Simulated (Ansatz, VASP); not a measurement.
**C in VASP and in Ansatz**

```xyz
8
Lattice="2.4760 0.0000 0.0000 -1.2380 2.1443 0.0000 0.0000 0.0000 8.1660" Properties=species:S:1:pos:R:3 pbc="T T T"
C     0.0000   -0.0354    0.7592
C     0.0000   -0.0354    4.8422
C     0.0000   -0.0354    3.3238
C     0.0000   -0.0354    7.4068
C     0.0000    1.4649    1.2701
C     1.2380    0.7502    5.3531
C     0.0000    1.4649    2.8129
C     1.2380    0.7502    6.8959
```

Change from the starting cell: mode 14 frozen in at -0.036 Å, equal normal strain along x, y and z -0.0167.

Alike in both runs: task single point; functional PBE; k mesh 12 × 12 × 4; occupations gaussian, width 0.05 eV; no spin polarisation.

|  | VASP | Ansatz |
| --- | --- | --- |
| version | VASP 6.6.1 | Ansatz 0.2.0 |
| potentials or method | VASP PAW PBE potentials, release 64 (C), cutoff 520 eV | scalar-relativistic, plane waves, PAW |
| valence electrons in the cell | 32 | 32 |

|  | VASP | Ansatz | Ansatz less VASP |
| --- | --- | --- | --- |
| gap on the k mesh at the Fermi level (eV) | 4.02 | 4.03 | +0.011 |
| least direct gap on the mesh (eV) | 4.55 | 4.56 | +0.005 |
| pressure (GPa) | 27.1 | 26.3 | -0.82 |
| traceless stress, the component that is largest in VASP (GPa) | 1.47 | 1.46 | -0.008 |
| rms of the force components (eV/Å) | 1.462 | 1.452 | -0.0109 |

Atom by atom the forces differ by 0.011 eV/Å (rms over components).
